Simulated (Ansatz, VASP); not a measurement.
**One calculation of MgS, two programs**

The input INCAR:

```
PREC = Accurate
ENCUT = 600
EDIFF = 1E-6
ISMEAR = -1
SIGMA = 0.008617333262145177
LREAL = False
LASPH = True
NELM = 120
ALGO = Normal
ISIF = 2
LWAVE = False
LCHARG = True
GGA = PE
LELF = True
LVHAR = True
NBANDS = 11
GGA_COMPAT = False
```

The input KPOINTS:

```
regular mesh
0
Gamma
  1 1 1
```

POSCAR

```
MgS
1.0
    0.0000000000      2.6043975556      2.6043975556
    2.6043975556      0.0000000000      2.6043975556
    2.6043975556      2.6043975556      0.0000000000
Mg S
1 1
Direct
    0.0000000000      0.0000000000      0.0000000000
    0.5000000000      0.5000000000      0.5000000000
```

Input for Ansatz:

```yaml
crystal:
  lattice:
    - [0.0, 2.6043975556, 2.6043975556]
    - [2.6043975556, 0.0, 2.6043975556]
    - [2.6043975556, 2.6043975556, 0.0]
  atoms:
    - { symbol: Mg, position: [0.0, 0.0, 0.0] }
    - { symbol: S, position: [0.5, 0.5, 0.5] }
basis:
  ecutwfc: 420
kpoints:
  mp_grid: { grid: [1, 1, 1] }
  band_path: { path: [VBM, CBM], npoints: 5 }
hamiltonian:
  xc: pbe
scf:
  occupations: { method: fermi_dirac, width: "100 K" }
  lower_state_search: standard
  mixing: { algorithm: broyden }
  convergence: { dr2_threshold: "1e-12 eV" }
  max_iter: 91
output:
  forces: true
  stress: true
  eigenvalues: true
```

Alike in both runs: task single point; functional PBE; k mesh 1 × 1 × 1; no spin polarisation.

```csv
,VASP,Ansatz
version,VASP 6.6.1,Ansatz 0.2.0
potentials or method,"VASP PAW PBE potentials, release 64 (Mg, S), cutoff 600 eV","scalar-relativistic, plane waves, PAW"
occupations,"fermi-dirac, width 0.00861733 eV",fermi-dirac
valence electrons in the cell,8,16
```

```tsv
	VASP	Ansatz	Ansatz less VASP
gap on the k mesh at the Fermi level (eV)	3.33	3.35	+0.022
least direct gap on the mesh (eV)	3.33	3.35	+0.022
```

VASP's potentials hold 8 valence electrons a cell and Ansatz's 16, so a difference there can come from the potentials and not from the codes.

The k mesh is coarse, so the values compare programs but aren't converged.
